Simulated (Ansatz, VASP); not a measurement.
One calculation of BiF2, two programs

```
Bi F
1.0
     3.44392    0.00000    0.00000
    -1.72196    2.98252    0.00000
     0.00000    0.00000   11.08770
Bi F
2 4
Cartesian
  0.0000 1.9883 2.7719
  1.7220 0.9942 8.3158
  0.0000 1.9883 6.8040
  1.7220 0.9942 1.2602
  0.0000 1.9883 9.8275
  1.7220 0.9942 4.2837
```

Alike in both runs: functional PBE; k mesh 12 × 12 × 4; occupations gaussian, width 0.1 eV; no spin polarisation.

Ansatz relaxed the structure, and its values are those at the end. VASP's run is a single point on that final structure, the one shown.

|  | VASP | Ansatz |
| --- | --- | --- |
| version | VASP 6.6.1 | Ansatz 0.2.0 |
| potentials or method | VASP PAW PBE potentials, release 64 (Bi_d, F), cutoff 520 eV | scalar-relativistic, plane waves, PAW |
| valence electrons in the cell | 58 | 58 |

Ansatz gave:

| Item | Value |
| --- | --- |
| gap on the k mesh at the Fermi level (eV) | none |
| pressure (GPa) | 0.0 |
| rms of the force components (eV/Å) | 0.000 |

Problem. Which values does VASP return?

Solution. gap on the k mesh at the Fermi level (eV): none; pressure (GPa): -0.1; rms of the force components (eV/Å): 0.005.

A gap of «none» marks a metal or a gap that the smearing closes.

Spin-orbit coupling is off throughout.
